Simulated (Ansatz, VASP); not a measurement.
## CO2 in VASP and in Ansatz

```
CELL_PARAMETERS angstrom
5.62400 0.00000 0.00000
0.00000 5.62400 0.00000
0.00000 0.00000 5.62400
ATOMIC_POSITIONS crystal
C 0.00000 0.00000 0.00000
C 0.50000 0.00000 0.50000
C 0.50000 0.50000 0.00000
C 0.00000 0.50000 0.50000
O 0.11995 0.11995 0.11995
O 0.38005 0.88005 0.61995
O 0.61995 0.38005 0.88005
O 0.88005 0.61995 0.38005
O 0.88005 0.88005 0.88005
O 0.61995 0.11995 0.38005
O 0.38005 0.61995 0.11995
O 0.11995 0.38005 0.61995
```

Alike in both runs: functional PBE; k mesh 4 × 4 × 4; occupations fermi-dirac, width 0.02 eV; no spin polarisation.

Ansatz relaxed the structure, and its values are those at the end. VASP's run is a single point on that final structure, the one shown.

|  | VASP | Ansatz |
| --- | --- | --- |
| version | VASP 6.6.1 | Ansatz 0.2.0 |
| potentials or method | VASP PAW PBE potentials, release 64 (C, O) | plane-wave PAW, scalar-relativistic |
| plane-wave cutoff (eV) | 520 | 420 |
| valence electrons in the cell | 64 | 64 |

Ansatz gave:

* gap on the k mesh at the Fermi level (eV): 6.79
* pressure (GPa): 1.3
* rms of the force components (eV/Å): 0.002

Question: What did VASP give for the same quantities?

Answer: gap on the k mesh at the Fermi level (eV): 6.77; pressure (GPa): 2.8; rms of the force components (eV/Å): 0.300.

One of these differences is far larger than is usual between the two programs; its cause wasn't traced. Ansatz's warnings: stress scf threshold loose.

Noted on VASP's run: the standard files for N, O and F lose accuracy on very short bonds.
